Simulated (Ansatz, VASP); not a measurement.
# Two plane-wave programs on Ca2O

```
CELL_PARAMETERS angstrom
3.77875 0.00000 0.00000
0.00000 3.77875 0.00000
0.00000 0.00000 5.76947
ATOMIC_POSITIONS crystal
Ca 0.00000 0.50000 0.71475
Ca 0.50000 0.00000 0.28525
O 0.50000 0.50000 0.50000
```

Alike in both runs: functional PBE; k mesh 12 × 12 × 8; occupations gaussian, width 0.1 eV; no spin polarisation.

Ansatz relaxed the structure, and its values are those at the end. VASP's run is a single point on that final structure, the one shown.

```csv
,VASP,Ansatz
version,VASP 6.6.1,Ansatz 0.2.0
potentials or method,"VASP PAW PBE potentials, release 64 (Ca_sv, O), cutoff 520 eV","scalar-relativistic, plane waves, PAW"
valence electrons in the cell,26,26
```

|  | VASP | Ansatz | Ansatz less VASP |
| --- | --- | --- | --- |
| gap on the k mesh at the Fermi level (eV) | none | none | - |
| pressure (GPa) | 0.2 | 0.0 | -0.21 |
| rms of the force components (eV/Å) | 0.028 | 0.005 | -0.0233 |

A gap of «none» marks a metal or a gap that the smearing closes.
